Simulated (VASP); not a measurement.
# Si16Au (a cell with a defect) in VASP: a series of runs

Si16Au (a cell with a defect) is run at these levels: PBE; tasks: single point.

Everything below comes from runs of VASP 6.6.1. Logs are shortened: lines on timing, memory, paths and dates and some standing lists are left out, and cuts for length are marked.

### Step 1. The cell of the first run

The cell holds a defect, 17 atoms: a = 7.679 Å, b = 7.679 Å, c = 7.679 Å, α = 60.00°, β = 60.00°, γ = 60.00°.

### Step 2. Single point, PBE, collinear spin, zero start

File INCAR:

```
PREC = Accurate
ENCUT = 520
EDIFF = 1E-7
ISMEAR = -1
SIGMA = 0.05
LREAL = Auto
LASPH = T
NELM = 150
ALGO = Normal
ISIF = 2
LWAVE = F
LCHARG = T
ISPIN = 2
MAGMOM = 0 0 0 0 0 0 0 0 0 0 0 0 0 0 0 0 0
LORBIT = 11
LMAXMIX = 4
GGA = PE
LELF = T
LVHAR = T
NBANDS = 56
```

File KPOINTS:

```
Automatic mesh
0
Gamma
  2 2 2
```

File POSCAR:

```
Si16Au
1.0
    0.0000000000      5.4300000000      5.4300000000
    5.4300000000      0.0000000000      5.4300000000
    5.4300000000      5.4300000000      0.0000000000
Si Au
16 1
Direct
    0.0011581031     -0.0214732044      0.0019999079
    0.1461587477      0.0627755064      0.1455272560
    0.0013487109     -0.0214658379      0.5183039595
    0.1108962247      0.1276273481      0.6308273481
    0.0238336096      0.4330277164      0.0216056169
    0.1154738490      0.6073751381      0.1160587477
   -0.0311254144      0.4987845304      0.5164944751
    0.1159517495      0.6073581952      0.6611447514
    0.5193902394     -0.0242383057      0.0022837937
    0.6297992634      0.1250058932      0.1136957643
    0.4841773481      0.0422815838      0.4867408840
    0.6299964088      0.1250238490      0.6312223757
    0.5167262431      0.4960980663     -0.0297767035
    0.6627490792      0.6046726519      0.1159617864
    0.5172613260      0.4961151013      0.5163338858
    0.6081644567      0.6715817680      0.6100826888
    0.3170081952      0.5487831492      0.3171030387
```

Potentials or basis: VASP PAW PBE potentials, release 64 (Si, Au).

Started as:

```console
> cat potpaw_PBE.64/Si/POTCAR potpaw_PBE.64/Au/POTCAR > POTCAR
> mpirun -np 1 vasp_std > vasp.out
```

OUTCAR:

```text
PREC = Accurate
   ENCUT = 520
   EDIFF = 1E-7
   ISMEAR = -1
   LREAL = Auto
   LASPH = T
   NELM = 150
   ISIF = 2
   ISPIN = 2
   LORBIT = 11
   GGA = PE

 ion  position               nearest neighbor table
   1  0.001  0.979  0.002-   6 2.33  10 2.33   4 2.33   2 2.35
   2  0.146  0.063  0.146-   5 2.32   1 2.35   3 2.35   9 2.35  17 3.22
   3  0.001  0.979  0.518-   8 2.33  12 2.33   4 2.33   2 2.35
   4  0.111  0.128  0.631-   7 2.33   3 2.33   1 2.33  11 2.35
   5  0.024  0.433  0.022-   6 2.29   8 2.29  14 2.29   2 2.32
   6  0.115  0.607  0.116-   5 2.29   1 2.33  17 2.45   7 2.52  13 2.52
   7  0.969  0.499  0.516-  16 2.29   4 2.33  17 2.45   8 2.52   6 2.52
   8  0.116  0.607  0.661-   5 2.29   3 2.33  17 2.45   7 2.52  15 2.52
   9  0.519  0.976  0.002-  14 2.33  12 2.33  10 2.33   2 2.35
  10  0.630  0.125  0.114-  13 2.33   9 2.33   1 2.33  11 2.36
  11  0.484  0.042  0.487-  16 2.32   4 2.35  12 2.36  10 2.36  17 3.18
  12  0.630  0.125  0.631-  15 2.33   9 2.33   3 2.33  11 2.36
  13  0.517  0.496  0.970-  16 2.29  10 2.33  17 2.45  14 2.52   6 2.52
  14  0.663  0.605  0.116-   5 2.29   9 2.33  17 2.45  13 2.52  15 2.52
  15  0.517  0.496  0.516-  16 2.29  12 2.33  17 2.45  14 2.52   8 2.52
  16  0.608  0.672  0.610-  15 2.29  13 2.29   7 2.29  11 2.32
  17  0.317  0.549  0.317-   6 2.45   8 2.45  15 2.45  13 2.45   7 2.45  14 2.45  11 3.18   2 3.22

  LATTYP: Found a face centered cubic cell.
 ALAT       =    10.8600000000

  Lattice vectors:

 A1 = (   0.0000000000,   5.4300000000,   5.4300000000)
 A2 = (   5.4300000000,   0.0000000000,   5.4300000000)
 A3 = (   5.4300000000,   5.4300000000,   0.0000000000)

Analysis of symmetry for initial positions (statically):
=====================================================================
 Subroutine PRICEL returns:
 Original cell was already a primitive cell.

 Routine SETGRP: Setting up the symmetry group for a
 face centered cubic supercell.

 Subroutine GETGRP returns: Found  1 space group operations
 (whereof  1 operations were pure point group operations)
 out of a pool of 48 trial point group operations.

The static configuration has the point symmetry C_1 .

Analysis of symmetry for dynamics (positions and initial velocities):
=====================================================================
 Subroutine PRICEL returns:
 Original cell was already a primitive cell.

 Routine SETGRP: Setting up the symmetry group for a
 face centered cubic supercell.

 Subroutine GETGRP returns: Found  1 space group operations
 (whereof  1 operations were pure point group operations)
 out of a pool of 48 trial point group operations.

The dynamic configuration has the point symmetry C_1 .

Analysis of structural, dynamic, and magnetic symmetry:
=====================================================================
 Subroutine PRICEL returns:
 Original cell was already a primitive cell.

 Routine SETGRP: Setting up the symmetry group for a
 face centered cubic supercell.

 Subroutine GETGRP returns: Found  1 space group operations
 (whereof  1 operations were pure point group operations)
 out of a pool of 48 trial point group operations.

The overall configuration has the point symmetry C_1 .

 Subroutine INISYM returns: Found  1 space group operations
 (whereof  1 operations are pure point group operations),
 and found     1 'primitive' translations

----------------------------------------------------------------------------------------

                                     Primitive cell

  volume of cell :     320.2060

  direct lattice vectors                    reciprocal lattice vectors
     0.000000000  5.430000000  5.430000000    -0.092081031  0.092081031  0.092081031
     5.430000000  0.000000000  5.430000000     0.092081031 -0.092081031  0.092081031
     5.430000000  5.430000000  0.000000000     0.092081031  0.092081031 -0.092081031

  length of vectors
     7.679179644  7.679179644  7.679179644     0.159489025  0.159489025  0.159489025

  position of ions in fractional coordinates (direct lattice)
     0.001158103  0.978526796  0.001999908
     0.146158748  0.062775506  0.145527256
     0.001348711  0.978534162  0.518303960
     0.110896225  0.127627348  0.630827348
     0.023833610  0.433027716  0.021605617
     0.115473849  0.607375138  0.116058748
[... 9 lines left out ...]
     0.608164457  0.671581768  0.610082689
     0.317008195  0.548783149  0.317103039

  ion indices of the primitive-cell ions
   primitive index   ion index
                 1           1
                 2           2
                 3           3
                 4           4
                 5           5
                 6           6
[... 9 lines left out ...]
                16          16
                17          17

----------------------------------------------------------------------------------------

 KPOINTS: Automatic mesh

Automatic generation of k-mesh.
 Grid dimensions read from file:
 generate k-points for:    2    2    2

 Generating k-lattice:

  Cartesian coordinates                     Fractional coordinates (reciprocal lattice)
    -0.046040516  0.046040516  0.046040516     0.500000000  0.000000000  0.000000000
     0.046040516 -0.046040516  0.046040516     0.000000000  0.500000000  0.000000000
     0.046040516  0.046040516 -0.046040516     0.000000000  0.000000000  0.500000000

  Length of vectors
     0.079744512  0.079744512  0.079744512

  Shift w.r.t. Gamma in fractional coordinates (k-lattice)
     0.000000000  0.000000000  0.000000000

 Subroutine IBZKPT returns following result:
 ===========================================

 Found      8 irreducible k-points:

 Following reciprocal coordinates:
            Coordinates               Weight
  0.000000  0.000000  0.000000      1.000000
  0.500000  0.000000  0.000000      1.000000
  0.000000  0.500000  0.000000      1.000000
  0.000000  0.000000  0.500000      1.000000
  0.500000  0.500000  0.500000      1.000000
  0.500000  0.500000  0.000000      1.000000
  0.000000  0.500000  0.500000      1.000000
  0.500000  0.000000  0.500000      1.000000
   k-points           NKPTS =      8   k-points in BZ     NKDIM =      8   number of bands    NBANDS=     56
   number of dos      NEDOS =    301   number of ions     NIONS =     17
   total plane-waves  NPLWV = 216000
   dimension x,y,z NGX =    60 NGY =   60 NGZ =   60
   dimension x,y,z NGXF=   120 NGYF=  120 NGZF=  120
   ions per type =              16   1
   NGX,Y,Z   is equivalent  to a cutoff of  12.99, 12.99, 12.99 a.u.
   NGXF,Y,Z  is equivalent  to a cutoff of  25.98, 25.98, 25.98 a.u.
 SYSTEM =  unknown system
   PREC   = accura    normal or accurate (medium, high low for compatibility)
   ISTART =      0    job   : 0-new  1-cont  2-samecut
   ICHARG =      2    charge: 1-file 2-atom 10-const
   ISPIN  =      2    spin polarized calculation?
   LNONCOLLINEAR =      F non collinear calculations
   LSORBIT =      F    spin-orbit coupling
   LASPH  =      T    aspherical Exc in radial PAW
   ENCUT  =  520.0 eV  38.22 Ry    6.18 a.u.  14.28 14.28 14.28*2*pi/ulx,y,z
   NELM   =    150;   NELMIN=  2; NELMDL= -5     # of ELM steps
   EDIFF  = 0.1E-06   stopping-criterion for ELM
   LREAL  =      T    real-space projection
   EDIFFG = 0.1E-05   stopping-criterion for IOM
   NSW    =      0    number of steps for IOM
   IBRION =     -1    ionic relax: 0-MD 1-quasi-New 2-CG
   NFREE  =      0    steps in history (QN), initial steepest desc. (CG)
   ISIF   =      2    stress and relaxation
   ISYM   =      2    0-nonsym 1-usesym 2-fastsym
   POTIM  = 0.5000    time-step for ionic-motion
   TEBEG  =    0.0;   TEEND  =   0.0 temperature during run
   PSTRESS=    0.0 pullay stress
   NELECT =      75.0000    total number of electrons
   NUPDOWN=      -1.0000    fix difference up-down
   EMIN   =  10.00;   EMAX   =-10.00  energy-range for DOS
   EFERMI =   0.00;   METHOD = LEGACY
   ISMEAR =    -1;   SIGMA  =   0.05  broadening in eV -4-tet -1-fermi 0-gaus
   EFERMI_NEDOS =   21; number of points for ismear=-14 and -15
   IALGO  =     38    algorithm
   IMIX   =      4    mixing-type and parameters
     AMIX     =   0.40;   BMIX     =  1.00
     AMIX_MAG =   1.60;   BMIX_MAG =  1.00
  volume/ion in A,a.u.               =      18.84       127.11
  Fermi-wavevector in a.u.,A,eV,Ry     =   1.009142  1.907001 13.855720  1.018367
  Thomas-Fermi vector in A             =   2.142052
   LORBIT       =     11    0 simple, 1 ext, 2 COOP (PROOUT), +10 PAW based schemes
   GGA     = PE    functional components
   LHFCALC =     F    Hartree Fock is set to
   AEXX    =    0.0000 exact exchange contribution
   IVDW    =     0    specifies the selected vdW correction
   LEPSILON=     F    determine dielectric tensor
   LRPA    =     F    only Hartree local field effects (RPA)
 spin polarized calculation
  energy-cutoff  :      520.00
  volume of cell :      320.21
 maximum number of plane-waves:      8646
 NGX is ok and might be reduce to    60
   NGX = 29   NGY = 29   NGZ = 29

 number of electron      75.0000001 magnetization       0.0000003

 number of electron      75.0000001 magnetization      -0.0000006

 Free energy of the ion-electron system (eV)
  ---------------------------------------------------
  ext. energy  EPLUGINS =         0.00000000
  ---------------------------------------------------
  free energy    TOTEN  =       -86.03964026 eV

  energy without entropy =      -86.00903368  energy(sigma->0) =      -86.02433697

 E-fermi :   7.1660     XC(G=0):  -9.8084

 val. band max:        7.1541239632   @ k =   0.0000   0.0000   0.0000
 cond. band min:       7.1676239017   @ k =   0.0000   0.0000   0.0000
 fundamental gap:      0.0134999385
 Fermi energy:         7.1659853512

 spin component 1

 k-point     1 :       0.0000    0.0000    0.0000
  band No.  band energies     occupation
      1      -5.8021      1.00000
      2      -3.5140      1.00000
      3      -3.3542      1.00000
      4      -3.1857      1.00000
      5      -3.1835      1.00000
      6      -2.1922      1.00000
[... 41 lines left out ...]
     48       8.8157      0.00000
     49       8.8231      0.00000
[... 362 lines left out ...]
     48      10.5984      0.00000
     49      10.6081      0.00000
 Fermi energy:         7.1659853512

 spin component 2

 k-point     1 :       0.0000    0.0000    0.0000
  band No.  band energies     occupation
      1      -5.8021      1.00000
      2      -3.5140      1.00000
      3      -3.3542      1.00000
      4      -3.1857      1.00000
      5      -3.1835      1.00000
      6      -2.1922      1.00000
[... 41 lines left out ...]
     48       8.8157      0.00000
     49       8.8231      0.00000
[... 362 lines left out ...]
     48      10.5984      0.00000
     49      10.6081      0.00000
 [bands above 49 left out]

------------------------ aborting loop because EDIFF is reached ----------------------------------------

  FORCE on cell =-STRESS in cart. coord.  units (eV):
  Direction    XX          YY          ZZ          XY          YZ          ZX
  --------------------------------------------------------------------------------------
  -------------------------------------------------------------------------------------
  Total       12.9401676     12.9451037     13.1094285      0.6372063      0.6257860     -0.6196972
  in kB       64.7472012     64.7718995     65.5941118      3.1883145      3.1311719     -3.1007064
  external PRESSURE =      65.0377375 kB  Pullay stress =       0.0000000 kB

 VOLUME and BASIS-vectors are now :
 -----------------------------------------------------------------------------
  energy-cutoff  :      520.00
  volume of cell :      320.21
      direct lattice vectors                 reciprocal lattice vectors
     0.000000000  5.430000000  5.430000000    -0.092081031  0.092081031  0.092081031
     5.430000000  0.000000000  5.430000000     0.092081031 -0.092081031  0.092081031
     5.430000000  5.430000000  0.000000000     0.092081031  0.092081031 -0.092081031

 POSITION                                       TOTAL-FORCE (eV/Angst)
 -----------------------------------------------------------------------------------
      5.32426      0.01715      5.31969        -0.013305      0.004948     -0.009553
      1.13108      1.58386      1.13451        -0.008863      0.008590     -0.006750
      8.12783      2.82171      5.32076        -0.006576      0.013747     -0.011266
      4.11841      4.02756      1.29518        -0.006893      0.006247      0.011999
      2.46866      0.24673      2.48076         0.007459     -0.008474     -0.004854
      3.92825      1.25722      3.92507         0.010664      0.008333      0.003472
[... 9 lines left out ...]
      6.95944      6.61508      6.94902         0.003275     -0.002028      0.007125
      4.70176      3.44322      4.70125         0.003176     -0.003836      0.015432
 -----------------------------------------------------------------------------------
    total drift:                                0.002150     -0.002955      0.001011

  FREE ENERGIE OF THE ION-ELECTRON SYSTEM (eV)
  ---------------------------------------------------
  free  energy   TOTEN  =       -86.0396402565 eV

  energy  without entropy=      -86.0090336778  energy(sigma->0) =      -86.02433697

 total charge

# of ion       s       p       d       tot
------------------------------------------
    1        0.745   0.956   0.000   1.700
    2        0.747   0.947   0.000   1.694
    3        0.745   0.956   0.000   1.700
    4        0.745   0.955   0.000   1.700
    5        0.755   0.959   0.000   1.714
    6        0.743   0.934   0.000   1.676
[... 9 lines left out ...]
   16        0.755   0.958   0.000   1.714
   17        0.759   0.573   8.719  10.051
--------------------------------------------------
tot         12.687  15.716   8.719  37.121

 magnetization (x)

# of ion       s       p       d       tot
------------------------------------------
    1       -0.000  -0.000   0.000  -0.000
    2        0.000   0.000   0.000   0.000
    3       -0.000   0.000   0.000   0.000
    4       -0.000  -0.000   0.000  -0.000
    5       -0.000  -0.000   0.000  -0.000
    6        0.000   0.000   0.000   0.000
[... 9 lines left out ...]
   16       -0.000  -0.000   0.000  -0.000
   17       -0.000  -0.000   0.000  -0.000
--------------------------------------------------
tot         -0.000  -0.000   0.000  -0.000
```

It took 14 min on 1 thread of AMD EPYC 7R43 (Zen 3), shared host; peak memory 0.69 GiB.

Results:

```
Free energy                                           : -86.0396 eV
Pressure                                              : 6.5 GPa
Largest force                                         : 0.024 eV/Å
Net moment                                            : 0.00 μB per cell
Valence electrons inside the program's atomic spheres : Si 1.70, 1.69, 1.71, 1.68 (each value once); Au 10.05
```

Forces in eV/Å, atoms in the order of the input:
```
Si  -0.013  0.005 -0.010
Si  -0.009  0.009 -0.007
Si  -0.007  0.014 -0.011
Si  -0.007  0.006  0.012
Si   0.007 -0.008 -0.005
Si   0.011  0.008  0.003
Si  -0.011  0.008  0.007
Si  -0.009 -0.011  0.005
Si   0.000  0.000 -0.008
Si   0.020  0.006  0.006
Si  -0.007  0.006  0.008
Si  -0.005 -0.020  0.005
Si   0.020  0.012 -0.006
Si   0.013 -0.011 -0.016
Si  -0.011 -0.018 -0.007
Si   0.003 -0.002  0.007
Au   0.003 -0.004  0.015
```

Caveat: the k points lie up to 0.50 Å⁻¹ apart; no moment was typed at the start, so none could form; spin-orbit coupling is left out, which moves the levels of the heavy elements.

### Step 3. Single point, PBE, collinear spin, zero start

File INCAR:

```
ALGO = Normal ; EDIFF = 1E-6
ENCUT = 520 ; GGA = PE
ISIF = 2 ; ISMEAR = -1
ISPIN = 2 ; LASPH = T
LCHARG = F ; LMAXMIX = 4
LORBIT = 11 ; LREAL = Auto
LWAVE = F ; MAGMOM = 0 0 0 0 0 0 0 0 0 0 0 0 0 0 0 0 0
NBANDS = 56 ; NELM = 150
PREC = Accurate ; SIGMA = 0.05
```

File KPOINTS:

```
k-points
0
Gamma
  2 2 2
```

File POSCAR:

```
Si16Au
1.0
    0.0000000000      5.4300000000      5.4300000000
    5.4300000000      0.0000000000      5.4300000000
    5.4300000000      5.4300000000      0.0000000000
Si Au
16 1
Direct
    0.0088877532     -0.0372054328      0.0184886740
    0.1544686004      0.1084523941      0.1276430018
    0.0114545120     -0.0054524862      0.4987108656
    0.1228375691      0.1057237569      0.6474432781
    0.0088604052      0.5090206262      0.0183712707
    0.1020013812      0.6023046961      0.1924982505
   -0.0215093002      0.4787387661      0.5630735727
    0.1229589319      0.6231620626      0.6472219153
    0.5150535912      0.0152795580     -0.0461605893
    0.6081199816      0.1084395028      0.1280542357
    0.4941817680     -0.0055605893      0.4991022099
    0.6384869245      0.1387495396      0.5833471455
    0.4625027624      0.5092832413      0.0185191529
    0.6083184162      0.6547152855      0.1276511971
    0.4943293738      0.5116997238      0.4986997238
    0.6054678637      0.6230960405      0.6474507366
    0.8084313076      0.3087025783      0.0732174954
```

Potentials or basis: VASP PAW PBE potentials, release 64 (Si, Au).

Started as:

```console
> cat potpaw_PBE.64/Si/POTCAR potpaw_PBE.64/Au/POTCAR > POTCAR
> mpirun -np 1 vasp_std > vasp.out
```

Run time: 9.4 min. Hardware: 1 thread of AMD EPYC 7R43 (Zen 3), shared host; peak memory 0.69 GiB.

It converged, with:

| Quantity | Value |
| --- | --- |
| Free energy | -86.0404 eV |
| Pressure | 6.5 GPa |
| Largest force | 0.015 eV/Å |
| Net moment | 0.00 μB per cell |
| Valence electrons inside the program's atomic spheres | Si 1.68, 1.70, 1.71, 1.69 (each value once); Au 10.05 |

Forces on the atoms (eV/Å):
```
Si   0.010 -0.008  0.003
Si   0.007 -0.006 -0.005
Si  -0.004  0.007 -0.002
Si   0.003 -0.001  0.004
Si  -0.007 -0.007 -0.004
Si   0.000  0.001 -0.007
Si   0.003  0.002  0.001
Si  -0.001 -0.003 -0.004
Si   0.000 -0.003  0.000
Si   0.007  0.005  0.012
Si  -0.005 -0.004 -0.006
Si   0.000  0.003  0.004
Si  -0.011  0.010  0.003
Si  -0.005  0.006 -0.005
Si   0.008 -0.003 -0.001
Si  -0.001  0.004  0.004
Au  -0.004 -0.003  0.002
```

Stress tensor (GPa, compression positive):
```
 6.52 -0.31  0.32
-0.31  6.52  0.32
 0.32  0.32  6.51
```

Levels at points of the mesh, in eV from the Fermi level:
Spin up:
```tsv
k point	band 34	band 35	band 36	band 37	band 38	band 39	band 40	band 41
(0.00, 0.00, 0.00)	-1.61	-1.31	-0.59	-0.51	-0.43	-0.42	-0.01	0.00
(0.50, 0.00, 0.00)	-1.68	-1.43	-1.41	-0.92	0.20	0.51	0.55	0.67
(0.00, 0.50, 0.00)	-1.68	-1.43	-1.41	-0.92	0.20	0.51	0.55	0.66
(0.00, 0.00, 0.50)	-1.49	-1.49	-0.78	-0.77	-0.08	0.18	0.94	1.04
(0.50, 0.50, 0.50)	-1.69	-1.43	-1.41	-0.92	0.20	0.51	0.55	0.67
(0.50, 0.50, 0.00)	-2.09	-1.96	-1.85	-1.31	0.22	0.35	1.20	1.43
(0.00, 0.50, 0.50)	-2.09	-1.96	-1.85	-1.31	0.22	0.35	1.20	1.43
(0.50, 0.00, 0.50)	-2.09	-1.96	-1.85	-1.31	0.22	0.35	1.20	1.43
```
Spin down:
```csv
k point,band 35,band 36,band 37,band 38,band 39,band 40
"(0.00, 0.00, 0.00)",-1.31,-0.59,-0.51,-0.43,-0.42,-0.01
"(0.50, 0.00, 0.00)",-1.43,-1.41,-0.92,0.20,0.51,0.55
"(0.00, 0.50, 0.00)",-1.43,-1.41,-0.92,0.20,0.51,0.55
"(0.00, 0.00, 0.50)",-1.49,-0.78,-0.77,-0.08,0.18,0.94
"(0.50, 0.50, 0.50)",-1.43,-1.41,-0.92,0.20,0.51,0.55
"(0.50, 0.50, 0.00)",-1.96,-1.85,-1.31,0.22,0.35,1.20
"(0.00, 0.50, 0.50)",-1.96,-1.85,-1.31,0.22,0.35,1.20
"(0.50, 0.00, 0.50)",-1.96,-1.85,-1.31,0.22,0.35,1.20
```

Caveat: the k points lie up to 0.50 Å⁻¹ apart; no moment was typed at the start, so none could form; spin-orbit coupling is left out, which moves the levels of the heavy elements.

[end of part 1 of 2]
